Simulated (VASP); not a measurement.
# GaP (F-43m) in VASP: notebook

The runs below take GaP through single point, with PBE.

All numbers are computed with VASP 6.6.1; they aren't measurements. Logs are shortened: lines on timing, memory, paths and dates and some standing lists are left out, and cuts for length are marked.

### Step 1. The cell of the first run

It takes space group F-43m (No. 216, cubic). The conventional cell has a = 5.505 Å, b = 5.505 Å, c = 5.505 Å, α = 90.00°, β = 90.00°, γ = 90.00°. Ga (site symmetry -43m) has 4 P at 2.38 Å within 3.1 Å. P (site symmetry -43m) has 4 Ga at 2.38 Å within 3.1 Å.

### Step 2. Single point, PBE

File INCAR:

```
SYSTEM = GaP
ALGO = Normal
EDIFF = 1E-7
ENCUT = 520
GGA = PE
ISIF = 2
ISMEAR = 0
LASPH = .True.
LCHARG = .True.
LELF = .True.
LREAL = Auto
LVHAR = .True.
LWAVE = .False.
NBANDS = 86
NELM = 60
PREC = Accurate
SIGMA = 0.01
```

File KPOINTS:

```
k-points
0
Gamma
  3 3 3
  0 0 0
```

File POSCAR:

```
GaP
1.0
    0.0000000000      5.5051169764     -5.5051169764
    5.5051169764      5.5051169764      0.0000000000
    5.5051169764      0.0000000000     -5.5051169764
Ga P
8 8
Direct
    0.5000000000      0.5000000000      0.0000000000
    0.5000000000      0.0000000000      0.0000000000
    1.0000000000      0.5000000000      0.0000000000
    1.0000000000      0.0000000000      0.0000000000
    0.5000000000      0.5000000000      0.5000000000
    0.5000000000      0.0000000000      0.5000000000
    1.0000000000      0.5000000000      0.5000000000
    1.0000000000      0.0000000000      0.5000000000
    0.3750000000      0.3750000000      0.3750000000
    0.3750000000      0.8750000000      0.3750000000
    0.8750000000      0.3750000000      0.3750000000
    0.8750000000      0.8750000000      0.3750000000
    0.3750000000      0.3750000000      0.8750000000
    0.3750000000      0.8750000000      0.8750000000
    0.8750000000      0.3750000000      0.8750000000
    0.8750000000      0.8750000000      0.8750000000
```

Potentials or basis: VASP PAW PBE potentials, release 64 (Ga_d, P).

Started as:

```sh
> cat potpaw_PBE.64/Ga_d/POTCAR potpaw_PBE.64/P/POTCAR > POTCAR
> mpirun -np 1 vasp_std > vasp.out
```

OUTCAR:

```text
SYSTEM = GaP
   EDIFF = 1E-7
   ENCUT = 520
   GGA = PE
   ISIF = 2
   ISMEAR = 0
   LASPH = .True.
   LREAL = Auto
   NELM = 60
   PREC = Accurate

 ion  position               nearest neighbor table
   1  0.500  0.500  0.000-   9 2.38  13 2.38  14 2.38  15 2.38
   2  0.500  0.000  0.000-  10 2.38  13 2.38  14 2.38  16 2.38
   3  0.000  0.500  0.000-  11 2.38  13 2.38  15 2.38  16 2.38
   4  0.000  0.000  0.000-  12 2.38  14 2.38  15 2.38  16 2.38
   5  0.500  0.500  0.500-   9 2.38  10 2.38  11 2.38  13 2.38
   6  0.500  0.000  0.500-   9 2.38  10 2.38  12 2.38  14 2.38
[... 8 lines left out ...]
  15  0.875  0.375  0.875-   1 2.38   3 2.38   4 2.38   7 2.38
  16  0.875  0.875  0.875-   2 2.38   3 2.38   4 2.38   8 2.38

  LATTYP: Found a face centered cubic cell.
 ALAT       =    11.0102339528

  Lattice vectors:

 A1 = (   0.0000000000,   5.5051169764,  -5.5051169764)
 A2 = (   5.5051169764,   5.5051169764,   0.0000000000)
 A3 = (   5.5051169764,   0.0000000000,  -5.5051169764)

Analysis of symmetry for initial positions (statically):
=====================================================================
 Subroutine PRICEL returns following result:

  LATTYP: Found a face centered cubic cell.
 ALAT       =     5.5051169764

  Lattice vectors:

 A1 = (   0.0000000000,   2.7525584882,  -2.7525584882)
 A2 = (   2.7525584882,   2.7525584882,   0.0000000000)
 A3 = (   2.7525584882,   0.0000000000,  -2.7525584882)

   8 primitive cells build up your supercell.

 Routine SETGRP: Setting up the symmetry group for a
 face centered cubic supercell.

 Subroutine GETGRP returns: Found 24 space group operations
 (whereof 24 operations were pure point group operations)
 out of a pool of 48 trial point group operations.

The static configuration has the point symmetry T_d .

Analysis of symmetry for dynamics (positions and initial velocities):
=====================================================================
 Subroutine PRICEL returns following result:

  LATTYP: Found a face centered cubic cell.
 ALAT       =     5.5051169764

  Lattice vectors:

 A1 = (   0.0000000000,   2.7525584882,  -2.7525584882)
 A2 = (   2.7525584882,   2.7525584882,   0.0000000000)
 A3 = (   2.7525584882,   0.0000000000,  -2.7525584882)

   8 primitive cells build up your supercell.

 Routine SETGRP: Setting up the symmetry group for a
 face centered cubic supercell.

 Subroutine GETGRP returns: Found 24 space group operations
 (whereof 24 operations were pure point group operations)
 out of a pool of 48 trial point group operations.

The dynamic configuration has the point symmetry T_d .

 Subroutine INISYM returns: Found 24 space group operations
 (whereof 24 operations are pure point group operations),
 and found     8 'primitive' translations

----------------------------------------------------------------------------------------

                                     Primitive cell

  volume of cell :      41.7099

  direct lattice vectors                    reciprocal lattice vectors
     0.000000000  2.752558488 -2.752558488    -0.181649183  0.181649183 -0.181649183
     2.752558488  2.752558488  0.000000000     0.181649183  0.181649183  0.181649183
     2.752558488  0.000000000 -2.752558488     0.181649183 -0.181649183 -0.181649183

  length of vectors
     3.892705545  3.892705545  3.892705545     0.314625614  0.314625614  0.314625614

  position of ions in fractional coordinates (direct lattice)
     0.000000000  0.000000000  0.000000000
     0.750000000  0.750000000  0.750000000

  ion indices of the primitive-cell ions
   primitive index   ion index
                 1           1
                 2          13

----------------------------------------------------------------------------------------

 KPOINTS: k-points

Automatic generation of k-mesh.
 Grid dimensions read from file:
 generate k-points for:    3    3    3

 Generating k-lattice:

  Cartesian coordinates                     Fractional coordinates (reciprocal lattice)
    -0.030274864  0.030274864 -0.030274864     0.333333333  0.000000000  0.000000000
     0.030274864  0.030274864  0.030274864     0.000000000  0.333333333  0.000000000
     0.030274864 -0.030274864 -0.030274864     0.000000000  0.000000000  0.333333333

  Length of vectors
     0.052437602  0.052437602  0.052437602

  Shift w.r.t. Gamma in fractional coordinates (k-lattice)
     0.000000000  0.000000000  0.000000000

 Subroutine IBZKPT returns following result:
 ===========================================

 Found      4 irreducible k-points:

 Following reciprocal coordinates:
            Coordinates               Weight
  0.000000  0.000000  0.000000      1.000000
  0.333333  0.000000  0.000000      8.000000
  0.333333  0.333333  0.000000      6.000000
 -0.333333  0.333333  0.000000     12.000000
   k-points           NKPTS =      4   k-points in BZ     NKDIM =      4   number of bands    NBANDS=     86
   number of dos      NEDOS =    301   number of ions     NIONS =     16
   total plane-waves  NPLWV = 216000
   dimension x,y,z NGX =    60 NGY =   60 NGZ =   60
   dimension x,y,z NGXF=   120 NGYF=  120 NGZF=  120
   ions per type =               8   8
   NGX,Y,Z   is equivalent  to a cutoff of  12.81, 12.81, 12.81 a.u.
   NGXF,Y,Z  is equivalent  to a cutoff of  25.62, 25.62, 25.62 a.u.
 SYSTEM =  GaP
   PREC   = accura    normal or accurate (medium, high low for compatibility)
   ISTART =      0    job   : 0-new  1-cont  2-samecut
   ICHARG =      2    charge: 1-file 2-atom 10-const
   ISPIN  =      1    spin polarized calculation?
   LNONCOLLINEAR =      F non collinear calculations
   LSORBIT =      F    spin-orbit coupling
   LASPH  =      T    aspherical Exc in radial PAW
   ENCUT  =  520.0 eV  38.22 Ry    6.18 a.u.  14.48 14.48 14.48*2*pi/ulx,y,z
   NELM   =     60;   NELMIN=  2; NELMDL= -5     # of ELM steps
   EDIFF  = 0.1E-06   stopping-criterion for ELM
   LREAL  =      T    real-space projection
   EDIFFG = 0.1E-05   stopping-criterion for IOM
   NSW    =      0    number of steps for IOM
   IBRION =     -1    ionic relax: 0-MD 1-quasi-New 2-CG
   NFREE  =      0    steps in history (QN), initial steepest desc. (CG)
   ISIF   =      2    stress and relaxation
   ISYM   =      2    0-nonsym 1-usesym 2-fastsym
   POTIM  = 0.5000    time-step for ionic-motion
   TEBEG  =    0.0;   TEEND  =   0.0 temperature during run
   PSTRESS=    0.0 pullay stress
   NELECT =     144.0000    total number of electrons
   NUPDOWN=      -1.0000    fix difference up-down
   EMIN   =  10.00;   EMAX   =-10.00  energy-range for DOS
   EFERMI =   0.00;   METHOD = LEGACY
   ISMEAR =     0;   SIGMA  =   0.01  broadening in eV -4-tet -1-fermi 0-gaus
   EFERMI_NEDOS =   21; number of points for ismear=-14 and -15
   IALGO  =     38    algorithm
   IMIX   =      4    mixing-type and parameters
     AMIX     =   0.40;   BMIX     =  1.00
     AMIX_MAG =   1.60;   BMIX_MAG =  1.00
  volume/ion in A,a.u.               =      20.85       140.74
  Fermi-wavevector in a.u.,A,eV,Ry     =   1.237141  2.337857 20.823951  1.530517
  Thomas-Fermi vector in A             =   2.371720
   LORBIT       =      0    0 simple, 1 ext, 2 COOP (PROOUT), +10 PAW based schemes
   GGA     = PE    functional components
   LHFCALC =     F    Hartree Fock is set to
   AEXX    =    0.0000 exact exchange contribution
   IVDW    =     0    specifies the selected vdW correction
   LEPSILON=     F    determine dielectric tensor
   LRPA    =     F    only Hartree local field effects (RPA)
 non-spin polarized calculation
 Gauss-broadening in eV      SIGMA  =   0.01
  energy-cutoff  :      520.00
  volume of cell :      333.68
 maximum number of plane-waves:      9089
 NGX is ok and might be reduce to    60

 number of electron     144.0000022 magnetization

 Free energy of the ion-electron system (eV)
  ---------------------------------------------------
  ext. energy  EPLUGINS =         0.00000000
  ---------------------------------------------------
  free energy    TOTEN  =       -72.90501050 eV

  energy without entropy =      -72.90501050  energy(sigma->0) =      -72.90501050

 E-fermi :   4.4291     XC(G=0):  -9.6942

 val. band max:        4.3584944657   @ k =   0.0000   0.0000   0.0000
 cond. band min:       5.9367427116   @ k =   0.0000   0.0000   0.0000
 fundamental gap:      1.5782482459
 Fermi energy:         4.4291070302

 k-point     1 :       0.0000    0.0000    0.0000
  band No.  band energies     occupation
      1     -10.2588      2.00000
      2     -10.2588      2.00000
      3     -10.2588      2.00000
      4     -10.2247      2.00000
      5     -10.2247      2.00000
      6     -10.2247      2.00000
[... 76 lines left out ...]
     83       6.2024      0.00000
     84       8.2495      0.00000

 k-point     2 :       0.3333    0.0000    0.0000
  band No.  band energies     occupation
      1     -10.2465      2.00000
      2     -10.2465      2.00000
      3     -10.2465      2.00000
      4     -10.2282      2.00000
      5     -10.2282      2.00000
      6     -10.2282      2.00000
[... 76 lines left out ...]
     83       7.8820      0.00000
     84       8.7801      0.00000

 k-point     3 :       0.3333    0.3333    0.0000
  band No.  band energies     occupation
      1     -10.2460      2.00000
      2     -10.2460      2.00000
      3     -10.2369      2.00000
      4     -10.2214      2.00000
      5     -10.2214      2.00000
      6     -10.2214      2.00000
[... 76 lines left out ...]
     83       7.9621      0.00000
     84       8.0060      0.00000

 k-point     4 :      -0.3333    0.3333    0.0000
  band No.  band energies     occupation
      1     -10.2364      2.00000
      2     -10.2358      2.00000
      3     -10.2358      2.00000
      4     -10.2302      2.00000
      5     -10.2302      2.00000
      6     -10.2124      2.00000
[... 76 lines left out ...]
     83       8.6051      0.00000
     84       8.6051      0.00000
 [bands above 84 left out]

------------------------ aborting loop because EDIFF is reached ----------------------------------------

  FORCE on cell =-STRESS in cart. coord.  units (eV):
  Direction    XX          YY          ZZ          XY          YZ          ZX
  --------------------------------------------------------------------------------------
  -------------------------------------------------------------------------------------
  Total        0.1381627      0.1381627      0.1381627     -0.0000000     -0.0000000      0.0000000
  in kB        0.6633944      0.6633944      0.6633944     -0.0000000     -0.0000000      0.0000000
  external PRESSURE =       0.6633944 kB  Pullay stress =       0.0000000 kB

 VOLUME and BASIS-vectors are now :
 -----------------------------------------------------------------------------
  energy-cutoff  :      520.00
  volume of cell :      333.68
      direct lattice vectors                 reciprocal lattice vectors
     0.000000000  5.505116976 -5.505116976    -0.090824591  0.090824591 -0.090824591
     5.505116976  5.505116976  0.000000000     0.090824591  0.090824591  0.090824591
     5.505116976  0.000000000 -5.505116976     0.090824591 -0.090824591 -0.090824591

 POSITION                                       TOTAL-FORCE (eV/Angst)
 -----------------------------------------------------------------------------------
      2.75256      5.50512     -2.75256         0.000000      0.000000     -0.000000
      0.00000      2.75256     -2.75256         0.000000     -0.000000     -0.000000
      2.75256      2.75256      0.00000         0.000000      0.000000     -0.000000
      0.00000      0.00000      0.00000         0.000000      0.000000     -0.000000
      5.50512      5.50512     -5.50512         0.000000      0.000000     -0.000000
      2.75256      2.75256     -5.50512         0.000000      0.000000      0.000000
[... 8 lines left out ...]
      6.88140      6.88140     -9.63395        -0.000000     -0.000000      0.000000
      9.63395      9.63395     -9.63395        -0.000000     -0.000000      0.000000
 -----------------------------------------------------------------------------------
    total drift:                               -0.000014     -0.000015      0.000014

  FREE ENERGIE OF THE ION-ELECTRON SYSTEM (eV)
  ---------------------------------------------------
  free  energy   TOTEN  =       -72.9050105017 eV

  energy  without entropy=      -72.9050105017  energy(sigma->0) =      -72.90501050
```

It took 2.1 min on 1 thread of Intel Xeon 6975P-C (Granite Rapids), shared host; peak memory 0.49 GiB.

What came out:

```yaml
Free_energy: -72.9050 eV
Pressure: 0.1 GPa
Band_gap_on_the_k_mesh: 1.58 eV
```

A k mesh can miss the band edges. Expect the measured gap to be larger: semilocal functionals such as PBE lack the derivative discontinuity.

### Step 3. Single point, PBE

This run uses another cell than the first one: it holds 2 atoms, not 16.

File INCAR:

```
  ALGO = Normal
  EDIFF = 1E-6
  ENCUT = 520
  GGA = PE
  ISIF = 2
  ISMEAR = 0
  LASPH = T
  LCHARG = F
  LREAL = F
  LWAVE = F
  NBANDS = 16
  NELM = 100
  PREC = Accurate
  SIGMA = 0.02
```

File KPOINTS:

```
k-points
0
Gamma
  8 8 8
```

File POSCAR:

```
GaP
1.0
    0.0000000000      2.6753583332      2.6753583332
    2.6753583332      0.0000000000      2.6753583332
    2.6753583332      2.6753583332      0.0000000000
Ga P
1 1
Direct
    0.0000000000      0.0000000000      0.0000000000
    0.2500000000      0.2500000000      0.2500000000
```

Potentials or basis: VASP PAW PBE potentials, release 64 (Ga_d, P).

Started as:

```sh
> cat potpaw_PBE.64/Ga_d/POTCAR potpaw_PBE.64/P/POTCAR > POTCAR
> mpirun -np 1 vasp_std > vasp.out
```

Run time: 7.5 s. Hardware: 1 thread of Intel Xeon 6975P-C (Granite Rapids), shared host; peak memory 0.16 GiB.

Results (log left out):

| Quantity | Value |
| --- | --- |
| Free energy | -9.0468 eV |
| Pressure | 7.9 GPa |
| Band gap on the k mesh | 1.53 eV, indirect (least direct gap 2.29 eV) |

Levels at points of the mesh, in eV from the valence-band top:
```tsv
k point	band 5	band 6	band 7	band 8	band 9	band 10	band 11	band 12	band 13	band 14
(0.00, 0.00, 0.00)	-14.54	-12.92	0.00	0.00	0.00	2.29	3.87	3.87	3.87	9.05
(0.50, 0.00, 0.00)	-14.53	-10.67	-6.96	-1.20	-1.20	1.84	4.70	4.70	8.38	11.30
(0.50, 0.50, 0.00)	-14.51	-9.69	-7.02	-2.88	-2.88	1.53	1.76	11.01	11.01	11.72
```

### Step 4. Single point, PBE

This run uses another cell than the first one: it holds 2 atoms, not 16.

File INCAR:

```
SYSTEM = GaP
  PREC = Accurate
  ENCUT = 520
  EDIFF = 1E-6
  ISMEAR = 0
  SIGMA = 0.02
  LREAL = .False.
  LASPH = .True.
  NELM = 100
  ALGO = Normal
  ISIF = 2
  LWAVE = .False.
  LCHARG = .False.
  GGA = PE
  NBANDS = 16
```

File KPOINTS:

```
Automatic mesh
0
Gamma
  8 8 8
  0 0 0
```

POSCAR is that of step 3.

Started as:

```sh
> cat potpaw_PBE.64/Ga_d/POTCAR potpaw_PBE.64/P/POTCAR > POTCAR
> mpirun -np 1 vasp_std > vasp.out
```

It took 7.5 s on 1 thread of Intel Xeon 6975P-C (Granite Rapids), shared host; peak memory 0.16 GiB.

The run converged. Its results:

```
Free energy            : -9.0468 eV
Pressure               : 7.9 GPa
Band gap on the k mesh : 1.53 eV, indirect (least direct gap 2.29 eV)
```

Levels at points of the mesh, in eV from the valence-band top:
| k point | band 7 | band 8 | band 9 | band 10 | band 11 | band 12 |
| --- | --- | --- | --- | --- | --- | --- |
| (0.00, 0.00, 0.00) | 0.00 | 0.00 | 0.00 | 2.29 | 3.87 | 3.87 |
| (0.50, 0.00, 0.00) | -6.96 | -1.20 | -1.20 | 1.84 | 4.70 | 4.70 |
| (0.50, 0.50, 0.00) | -7.02 | -2.88 | -2.88 | 1.53 | 1.76 | 11.01 |

A k mesh can miss the band edges. Expect the measured gap to be larger: semilocal functionals such as PBE lack the derivative discontinuity.

[end of part 1 of 2]
